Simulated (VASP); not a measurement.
# Ir (P6_3/mmc) in VASP: further runs

The runs below take Ir through single point, with r2SCAN.

Everything below comes from runs of VASP 6.6.1. Logs are shortened: lines on timing, memory, paths and dates and some standing lists are left out, and cuts for length are marked.

**1. The cell of the first run**

It takes space group P6_3/mmc (No. 194, hexagonal). The conventional cell has a = 2.861 Å, b = 2.861 Å, c = 4.819 Å, α = 90.00°, β = 90.00°, γ = 120.00°. Ir (site symmetry -6m2) has 12 Ir at 2.86 to 2.92 Å within 3.8 Å.

This isn't the form of Ir at room conditions, which is fcc.

**2. Single point, r2SCAN (strain +0.040 along x and y, +0.080 along z)**

Input file POSCAR:

```
Ir
1.0
    2.8614330104      0.0000000000      0.0000000000
   -1.4307165052      2.4780736782      0.0000000000
    0.0000000000      0.0000000000      4.8192732000
Ir
2
Direct
    0.6666666667      0.3333333333      0.7500000000
    0.3333333333      0.6666666667      0.2500000000
```

Input file INCAR.step1:

```
  ALGO = Normal
  EDIFF = 1E-4
  ENCUT = 520
  GGA = PE
  ISMEAR = 0
  LASPH = T
  LCHARG = F
  LREAL = F
  LWAVE = T
  NBANDS = 16
  NELM = 80
  PREC = Accurate
  SIGMA = 0.15
```

Input file INCAR.step2:

```
  ALGO = Normal
  EDIFF = 1E-6
  ENCUT = 520
  ISIF = 2
  ISMEAR = 0
  ISTART = 1
  LASPH = T
  LCHARG = F
  LMIXTAU = T
  LREAL = F
  LWAVE = F
  METAGGA = R2SCAN
  NBANDS = 16
  NELM = 80
  PREC = Accurate
  SIGMA = 0.15
```

Input file KPOINTS:

```
k-points
0
Gamma
  18 18 12
```

Potentials or basis: VASP PAW PBE potentials, release 64 (Ir).

On the command line:

```sh
$ cat potpaw_PBE.64/Ir/POTCAR > POTCAR
$ cp INCAR.step1 INCAR
$ mpirun -np 1 vasp_std > vasp.out
$ cp INCAR.step2 INCAR
$ mpirun -np 1 vasp_std > vasp.out
```

OUTCAR:

```text
EDIFF = 1E-6
   ENCUT = 520
   ISIF = 2
   ISMEAR = 0
   ISTART = 1
   LASPH = T
   LREAL = F
   METAGGA = R2SCAN
   NELM = 80
   PREC = Accurate

 ion  position               nearest neighbor table
   1  0.667  0.333  0.750-   2 2.92   2 2.92   2 2.92   2 2.92   2 2.92   2 2.92
   2  0.333  0.667  0.250-   1 2.92   1 2.92   1 2.92   1 2.92   1 2.92   1 2.92

  LATTYP: Found a hexagonal cell.
 ALAT       =     2.8614330104
 C/A-ratio  =     1.6842166783

  Lattice vectors:

 A1 = (   2.8614330104,   0.0000000000,   0.0000000000)
 A2 = (  -1.4307165052,   2.4780736782,   0.0000000000)
 A3 = (   0.0000000000,   0.0000000000,   4.8192732000)

Analysis of symmetry for initial positions (statically):
=====================================================================
 Subroutine PRICEL returns:
 Original cell was already a primitive cell.

 Routine SETGRP: Setting up the symmetry group for a
 hexagonal supercell.

 Subroutine GETGRP returns: Found 24 space group operations
 (whereof 12 operations were pure point group operations)
 out of a pool of 24 trial point group operations.

The static configuration has the point symmetry D_3d.
 The point group associated with its full space group is D_6h.

Analysis of symmetry for dynamics (positions and initial velocities):
=====================================================================
 Subroutine PRICEL returns:
 Original cell was already a primitive cell.

 Routine SETGRP: Setting up the symmetry group for a
 hexagonal supercell.

 Subroutine GETGRP returns: Found 24 space group operations
 (whereof 12 operations were pure point group operations)
 out of a pool of 24 trial point group operations.

The dynamic configuration has the point symmetry D_3d.
 The point group associated with its full space group is D_6h.

 Subroutine INISYM returns: Found 24 space group operations
 (whereof 12 operations are pure point group operations),
 and found     1 'primitive' translations

----------------------------------------------------------------------------------------

                                     Primitive cell

  volume of cell :      34.1727

  direct lattice vectors                    reciprocal lattice vectors
     2.861433010  0.000000000  0.000000000     0.349475244  0.201769626  0.000000000
    -1.430716505  2.478073678  0.000000000     0.000000000  0.403539253  0.000000000
     0.000000000  0.000000000  4.819273200     0.000000000  0.000000000  0.207500168

  length of vectors
     2.861433010  2.861433010  4.819273200     0.403539253  0.403539253  0.207500168

  position of ions in fractional coordinates (direct lattice)
     0.666666667  0.333333333  0.750000000
     0.333333333  0.666666667  0.250000000

  ion indices of the primitive-cell ions
   primitive index   ion index
                 1           1
                 2           2

----------------------------------------------------------------------------------------

 KPOINTS: k-points

Automatic generation of k-mesh.
 Grid dimensions read from file:
 generate k-points for:   18   18   12

 Generating k-lattice:

  Cartesian coordinates                     Fractional coordinates (reciprocal lattice)
     0.019415291  0.011209424  0.000000000     0.055555556  0.000000000  0.000000000
     0.000000000  0.022418847  0.000000000     0.000000000  0.055555556  0.000000000
     0.000000000  0.000000000  0.017291681     0.000000000  0.000000000  0.083333333

  Length of vectors
     0.022418847  0.022418847  0.017291681

  Shift w.r.t. Gamma in fractional coordinates (k-lattice)
     0.000000000  0.000000000  0.000000000

 Subroutine IBZKPT returns following result:
 ===========================================

 Found    259 irreducible k-points:

 Following reciprocal coordinates:
            Coordinates               Weight
  0.000000  0.000000  0.000000      1.000000
  0.055556  0.000000  0.000000      6.000000
  0.111111  0.000000  0.000000      6.000000
  0.166667  0.000000  0.000000      6.000000
  0.222222 -0.000000  0.000000      6.000000
  0.277778  0.000000  0.000000      6.000000
[... 16 lines left out ...]
  0.333333  0.111111  0.000000     12.000000
  0.388889  0.111111  0.000000     12.000000
 [... further k-points ...]
   k-points           NKPTS =    259   k-points in BZ     NKDIM =    259   number of bands    NBANDS=     16
   number of dos      NEDOS =    301   number of ions     NIONS =      2
   total plane-waves  NPLWV =  20736
   dimension x,y,z NGX =    24 NGY =   24 NGZ =   36
   dimension x,y,z NGXF=    48 NGYF=   48 NGZF=   72
   ions per type =               2
   NGX,Y,Z   is equivalent  to a cutoff of  13.94, 13.94, 12.42 a.u.
   NGXF,Y,Z  is equivalent  to a cutoff of  27.89, 27.89, 24.84 a.u.
 SYSTEM =  unknown system
   PREC   = accura    normal or accurate (medium, high low for compatibility)
   ISTART =      1    job   : 0-new  1-cont  2-samecut
   ICHARG =      0    charge: 1-file 2-atom 10-const
   ISPIN  =      1    spin polarized calculation?
   LNONCOLLINEAR =      F non collinear calculations
   LSORBIT =      F    spin-orbit coupling
   LASPH  =      T    aspherical Exc in radial PAW
   ENCUT  =  520.0 eV  38.22 Ry    6.18 a.u.   5.32  5.32  8.96*2*pi/ulx,y,z
   NELM   =     80;   NELMIN=  2; NELMDL=  0     # of ELM steps
   EDIFF  = 0.1E-05   stopping-criterion for ELM
   LREAL  =      F    real-space projection
   EDIFFG = 0.1E-04   stopping-criterion for IOM
   NSW    =      0    number of steps for IOM
   IBRION =     -1    ionic relax: 0-MD 1-quasi-New 2-CG
   NFREE  =      0    steps in history (QN), initial steepest desc. (CG)
   ISIF   =      2    stress and relaxation
   ISYM   =      2    0-nonsym 1-usesym 2-fastsym
   POTIM  = 0.5000    time-step for ionic-motion
   TEBEG  =    0.0;   TEEND  =   0.0 temperature during run
   PSTRESS=    0.0 pullay stress
   NELECT =      18.0000    total number of electrons
   NUPDOWN=      -1.0000    fix difference up-down
   EMIN   =  10.00;   EMAX   =-10.00  energy-range for DOS
   EFERMI =   0.00;   METHOD = LEGACY
   ISMEAR =     0;   SIGMA  =   0.15  broadening in eV -4-tet -1-fermi 0-gaus
   EFERMI_NEDOS =   21; number of points for ismear=-14 and -15
   IALGO  =     38    algorithm
   IMIX   =      4    mixing-type and parameters
     AMIX     =   0.40;   BMIX     =  1.00
     AMIX_MAG =   1.60;   BMIX_MAG =  1.00
  volume/ion in A,a.u.               =      17.09       115.30
  Fermi-wavevector in a.u.,A,eV,Ry     =   1.322125  2.498454 23.783185  1.748015
  Thomas-Fermi vector in A             =   2.451829
   LORBIT       =      0    0 simple, 1 ext, 2 COOP (PROOUT), +10 PAW based schemes
   METAGGA = R2SCAN    functional components
   LHFCALC =     F    Hartree Fock is set to
   AEXX    =    0.0000 exact exchange contribution
   IVDW    =     0    specifies the selected vdW correction
   LEPSILON=     F    determine dielectric tensor
   LRPA    =     F    only Hartree local field effects (RPA)
 non-spin polarized calculation
 Gauss-broadening in eV      SIGMA  =   0.15
  energy-cutoff  :      520.00
  volume of cell :       34.17
 maximum number of plane-waves:       936
 NGX is ok and might be reduce to    24
   NGX = 11   NGY = 11   NGZ = 17

 number of electron      18.0000001 magnetization

 Free energy of the ion-electron system (eV)
  ---------------------------------------------------
  ext. energy  EPLUGINS =         0.00000000
  ---------------------------------------------------
  free energy    TOTEN  =      -103.70888721 eV

  energy without entropy =     -103.67422368  energy(sigma->0) =     -103.69155545

 E-fermi :   7.2430     XC(G=0): -14.0428

 val. band max:        7.2417728895   @ k =   0.3333   0.2222   0.0833
 cond. band min:       7.2434602256   @ k =   0.1111   0.1111   0.3333
 fundamental gap:      0.0016873362
 Fermi energy:         7.2429929307

 k-point     1 :       0.0000    0.0000    0.0000
  band No.  band energies     occupation
      1      -2.3599      2.00000
      2       0.5475      2.00000
      3       3.9450      2.00000
      4       4.3272      2.00000
      5       4.3272      2.00000
      6       4.7499      2.00000
[... 8 lines left out ...]
     15      23.9181      0.00000
     16      25.1741      0.00000

 k-point     2 :       0.0556    0.0000    0.0000
  band No.  band energies     occupation
      1      -2.2513      2.00000
      2       0.6472      2.00000
      3       3.8960      2.00000
      4       4.3594      2.00000
      5       4.4118      2.00000
      6       4.6942      2.00000
[... 8 lines left out ...]
     15      24.0724      0.00000
     16      25.2667      0.00000

 k-point     3 :       0.1111    0.0000    0.0000
  band No.  band energies     occupation
      1      -1.9330      2.00000
      2       0.9297      2.00000
      3       3.7395      2.00000
      4       4.4309      2.00000
      5       4.6069      2.00000
      6       4.6619      2.00000
[... 8 lines left out ...]
     15      24.4947      0.00000
     16      25.0787      0.00000

 k-point     4 :       0.1667    0.0000    0.0000
  band No.  band energies     occupation
      1      -1.4289      2.00000
      2       1.3305      2.00000
      3       3.5378      2.00000
      4       4.2587      2.00000
      5       4.2621      2.00000
      6       4.8399      2.00000
[... 8 lines left out ...]
     15      24.8835      0.00000
     16      24.9354      0.00000

 k-point     5 :       0.2222   -0.0000    0.0000
  band No.  band energies     occupation
      1      -0.7869      2.00000
      2       1.6901      2.00000
      3       3.4501      2.00000
      4       3.5700      2.00000
      5       4.0597      2.00000
      6       5.0141      2.00000
[... 8 lines left out ...]
     15      23.5105      0.00000
     16      24.3859      0.00000

 k-point     6 :       0.2778    0.0000    0.0000
  band No.  band energies     occupation
      1      -0.0914      2.00000
      2       1.7902      2.00000
      3       2.9871      2.00000
      4       3.6016      2.00000
      5       4.0177      2.00000
      6       4.7907      2.00000
[... 8 lines left out ...]
     15      22.1831      0.00000
     16      23.4277      0.00000

 k-point     7 :       0.3333   -0.0000    0.0000
  band No.  band energies     occupation
      1       0.5264      2.00000
      2       1.6661      2.00000
      3       2.5237      2.00000
      4       3.7885      2.00000
      5       4.3291      2.00000
      6       4.5972      2.00000
[... 8 lines left out ...]
     15      20.9662      0.00000
     16      22.5730      0.00000

 k-point     8 :       0.3889   -0.0000    0.0000
  band No.  band energies     occupation
      1       0.9391      2.00000
      2       1.4920      2.00000
      3       2.1876      2.00000
      4       4.0841      2.00000
      5       4.4490      2.00000
      6       4.4903      2.00000
[... 8 lines left out ...]
     15      19.9500      0.00000
     16      20.1814      0.00000

 k-point     9 :       0.4444   -0.0000    0.0000
  band No.  band energies     occupation
      1       1.1415      2.00000
      2       1.3536      2.00000
      3       1.9839      2.00000
      4       4.3561      2.00000
      5       4.3799      2.00000
      6       4.4798      2.00000
[... 8 lines left out ...]
     15      18.1184      0.00000
     16      19.2551      0.00000
[... 172 lines left out ...]
 k-point    19 :       0.1111    0.1111    0.0000
  band No.  band energies     occupation
      1      -1.1343      2.00000
      2       1.5766      2.00000
      3       3.3576      2.00000
      4       3.9974      2.00000
      5       4.2426      2.00000
      6       4.7905      2.00000
[... 8 lines left out ...]
     15      22.3979      0.00000
     16      25.4108      0.00000

 k-point    20 :       0.1667    0.1111    0.0000
  band No.  band energies     occupation
      1      -0.5016      2.00000
      2       1.9717      2.00000
      3       3.1645      2.00000
      4       3.4333      2.00000
      5       4.0923      2.00000
      6       4.5580      2.00000
[... 8 lines left out ...]
     15      21.4223      0.00000
     16      24.4425      0.00000

 k-point    21 :       0.2222    0.1111    0.0000
  band No.  band energies     occupation
      1       0.1973      2.00000
      2       2.1117      2.00000
      3       2.9315      2.00000
      4       3.2199      2.00000
      5       4.0680      2.00000
      6       4.3455      2.00000
[... 8 lines left out ...]
     15      20.3029      0.00000
     16      23.5733      0.00000

 k-point    22 :       0.2778    0.1111    0.0000
  band No.  band energies     occupation
      1       0.8338      2.00000
      2       1.9728      2.00000
      3       2.5224      2.00000
      4       3.4790      2.00000
      5       4.2027      2.00000
      6       4.2893      2.00000
[... 8 lines left out ...]
     15      19.1387      0.00000
     16      22.8136      0.00000

 k-point    23 :       0.3333    0.1111    0.0000
  band No.  band energies     occupation
      1       1.2621      2.00000
      2       1.7874      2.00000
      3       2.2216      2.00000
      4       3.8320      2.00000
      5       4.1349      2.00000
      6       4.6203      2.00000
[... 8 lines left out ...]
     15      18.0177      0.00000
     16      21.0493      0.00000

 k-point    24 :       0.3889    0.1111    0.0000
  band No.  band energies     occupation
      1       1.4608      2.00000
      2       1.6512      2.00000
      3       2.0381      2.00000
      4       4.1418      2.00000
      5       4.2330      2.00000
      6       4.4166      2.00000
[... 8 lines left out ...]
     15      16.9641      0.00000
     16      19.5103      0.00000

 [... further k-points ...]

------------------------ aborting loop because EDIFF is reached ----------------------------------------

  FORCE on cell =-STRESS in cart. coord.  units (eV):
  Direction    XX          YY          ZZ          XY          YZ          ZX
  --------------------------------------------------------------------------------------
  -------------------------------------------------------------------------------------
  Total       -8.3173253     -8.3173253     -9.5339341      0.0000000      0.0000000      0.0000000
  in kB     -389.9553888   -389.9553887   -446.9957400      0.0000000      0.0000000      0.0000000
  external PRESSURE =    -408.9688392 kB  Pullay stress =       0.0000000 kB

 VOLUME and BASIS-vectors are now :
 -----------------------------------------------------------------------------
  energy-cutoff  :      520.00
  volume of cell :       34.17
      direct lattice vectors                 reciprocal lattice vectors
     2.861433010  0.000000000  0.000000000     0.349475244  0.201769626  0.000000000
    -1.430716505  2.478073678  0.000000000     0.000000000  0.403539253  0.000000000
     0.000000000  0.000000000  4.819273200     0.000000000  0.000000000  0.207500168

 POSITION                                       TOTAL-FORCE (eV/Angst)
 -----------------------------------------------------------------------------------
      1.43072      0.82602      3.61445        -0.000000     -0.000000      0.000000
     -0.00000      1.65205      1.20482         0.000000      0.000000      0.000000
 -----------------------------------------------------------------------------------
    total drift:                               -0.000000      0.000000     -0.000000

  FREE ENERGIE OF THE ION-ELECTRON SYSTEM (eV)
  ---------------------------------------------------
  free  energy   TOTEN  =      -103.7088872135 eV

  energy  without entropy=     -103.6742236834  energy(sigma->0) =     -103.69155545
```

It took 8.6 min on 1 thread of Intel Xeon 8259CL, shared host; peak memory 0.25 GiB.

Results:

- Free energy: -103.7089 eV
- Pressure: -40.9 GPa
- Band gap on the k mesh: zero (bands 9 and 10 overlap by 2.69 eV)

Levels at points of the mesh, in eV from the Fermi level:
| k point | band 6 | band 7 | band 8 | band 9 | band 10 | band 11 | band 12 | band 13 |
| --- | --- | --- | --- | --- | --- | --- | --- | --- |
| (0.00, 0.00, 0.00) | -2.49 | -2.49 | -1.58 | -1.58 | -0.46 | 0.24 | 0.24 | 5.37 |
| (0.50, 0.00, 0.00) | -2.46 | -2.44 | 0.58 | 0.74 | 0.99 | 2.59 | 3.92 | 7.50 |
| (0.00, 0.00, 0.50) | -2.96 | -2.96 | -2.96 | -0.36 | -0.36 | -0.36 | -0.36 | 12.78 |
| (0.50, 0.00, 0.50) | -1.48 | -0.52 | -0.52 | 0.89 | 0.89 | 1.91 | 1.91 | 6.60 |

Caveat: the cell differs from its parent crystal (strain +0.040 along x and y, +0.080 along z); the cell stands under tension; the PAW data sets were made with another functional, which shifts forces and pressure a little; spin-orbit coupling is left out, which moves the levels of the heavy elements.

**3. Single point, r2SCAN (strain +0.080 along x and y, +0.040 along z)**

Input file POSCAR:

```
Ir
1.0
    2.9714881261      0.0000000000      0.0000000000
   -1.4857440631      2.5733842043      0.0000000000
    0.0000000000      0.0000000000      4.6407816000
Ir
2
Direct
    0.6666666667      0.3333333333      0.7500000000
    0.3333333333      0.6666666667      0.2500000000
```

Input file INCAR.step1:

```
SYSTEM = Ir
  PREC = Accurate
  ENCUT = 520
  ISMEAR = 0
  SIGMA = 0.15
  LREAL = .FALSE.
  LASPH = .TRUE.
  NELM = 100
  NBANDS = 16
  GGA = PE
  ALGO = Normal
  EDIFF = 1E-4
  LWAVE = .TRUE.
  LCHARG = .FALSE.
```

Input file INCAR.step2:

```
SYSTEM = Ir
  PREC = Accurate
  ENCUT = 520
  EDIFF = 1E-6
  ISMEAR = 0
  SIGMA = 0.15
  LREAL = .FALSE.
  LASPH = .TRUE.
  NELM = 100
  ALGO = Normal
  ISIF = 2
  LWAVE = .FALSE.
  LCHARG = .FALSE.
  METAGGA = R2SCAN
  LMIXTAU = .TRUE.
  NBANDS = 16
  ISTART = 1
```

Input file KPOINTS:

```
regular mesh
0
G
  18 18 12
  0 0 0
```

Potentials or basis: VASP PAW PBE potentials, release 64 (Ir).

On the command line:

```sh
$ cat potpaw_PBE.64/Ir/POTCAR > POTCAR
$ cp INCAR.step1 INCAR
$ mpirun -np 1 vasp_std > vasp.out
$ cp INCAR.step2 INCAR
$ mpirun -np 1 vasp_std > vasp.out
```

Run time: 7.9 min. Hardware: 1 thread of Intel Xeon 8259CL, shared host; peak memory 0.26 GiB.

Results (log left out):

```
Free energy            : -103.3654 eV
Pressure               : -44.9 GPa
Band gap on the k mesh : zero (bands 9 and 10 overlap by 2.34 eV)
```

Stress tensor (GPa, compression positive):
```
-45.91   0.00   0.00
  0.00 -45.91   0.00
  0.00   0.00 -42.99
```

Levels at points of the mesh, in eV from the Fermi level:
```tsv
k point	band 5	band 6	band 7	band 8	band 9	band 10	band 11	band 12	band 13	band 14
(0.00, 0.00, 0.00)	-2.63	-2.30	-2.30	-2.02	-2.02	0.17	0.17	0.21	5.97	15.09
(0.50, 0.00, 0.00)	-2.63	-2.50	-2.04	0.26	0.61	0.73	2.21	3.32	7.65	9.40
(0.00, 0.00, 0.50)	-3.01	-3.01	-3.01	-3.01	-0.39	-0.39	-0.39	-0.39	13.95	13.95
(0.50, 0.00, 0.50)	-1.69	-1.69	-0.56	-0.56	0.48	0.48	1.79	1.79	6.05	6.05
```

Caveat: the cell differs from its parent crystal (strain +0.080 along x and y, +0.040 along z); the cell stands under tension; the PAW data sets were made with another functional, which shifts forces and pressure a little; spin-orbit coupling is left out, which moves the levels of the heavy elements.

(Part 1 of 2 ends here.)
